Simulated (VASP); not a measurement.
Here is a VASP 6.6.1 calculation.

File INCAR:

```
  PREC = Accurate
  ENCUT = 520
  EDIFF = 1E-6
  ISMEAR = 0
  SIGMA = 0.1
  LREAL = F
  LASPH = T
  NELM = 60
  ALGO = Normal
  ISIF = 2
  LWAVE = F
  LCHARG = F
  GGA = PE
  NBANDS = 18
```

Contents of KPOINTS:

```
regular mesh
0
Gamma
  6 6 4
```

The input POSCAR:

```
Sb3As
1.0
    3.7100388517      0.0000000000      0.0000000000
    0.0000000000      3.7100388517      0.0000000000
    0.0000000000      0.0000000000      7.3034709420
Sb As
3 1
Direct
    0.5000000000      0.5000000000      0.2270107756
    0.5000000000      0.5000000000      0.7729892244
    0.0000000000      0.0000000000      0.5000000000
    0.0000000000      0.0000000000      0.0000000000
```

Potentials or basis: VASP PAW PBE potentials, release 64 (Sb, As).

Command:

```sh
$ cat potpaw_PBE.64/Sb/POTCAR potpaw_PBE.64/As/POTCAR > POTCAR
$ mpirun -np 1 vasp_std > vasp.out
```

(1) What does it give for the band gap on the k mesh?

(2) Estimate the pressure.

(3) Estimate the largest force.

## Answers

(1) zero (bands 10 and 11 overlap by 3.83 eV).

(2) -0.2 GPa.

(3) 0.007 eV/Å.

Caveat: spin-orbit coupling is left out, which moves the levels of the heavy elements.
